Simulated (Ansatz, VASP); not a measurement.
**CoW3: VASP beside Ansatz**

```
Co W
1.0
     3.85824    0.00000    0.00000
     0.00000    4.03187    0.00000
     0.00000    0.00000    3.85824
Co W
1 3
Direct
  0.00000 0.00000 0.00000
  0.00000 0.50000 0.50000
  0.50000 0.00000 0.50000
  0.50000 0.50000 0.00000
```

Change from the starting cell: strain +0.0450 x Voigt [0, 1, 0, 0, 0, 0], atoms carried along.

Alike in both runs: task single point; functional PBEsol; k mesh 12 × 12 × 12; occupations gaussian, width 0.15 eV; no spin polarisation.

|  | VASP | Ansatz |
| --- | --- | --- |
| version | VASP 6.6.1 | Ansatz 0.2.0 |
| potentials or method | VASP PAW PBE potentials, release 64 (Co, W_sv), cutoff 520 eV | scalar-relativistic, plane waves, PAW |
| valence electrons in the cell | 51 | 59 |

```csv
,VASP,Ansatz,Ansatz less VASP
gap on the k mesh at the Fermi level (eV),none,none,-
pressure (GPa),-11.4,-11.8,-0.41
"traceless stress, the component that is largest in VASP (GPa)",-1.17,-1.23,-0.065
```

VASP's potentials were made for PBE, not for PBEsol. A gap of «none» marks a metal or a gap that the smearing closes. VASP's potentials hold 51 valence electrons a cell and Ansatz's 59, so a difference there can come from the potentials and not from the codes.

Neither program's run includes spin-orbit coupling.
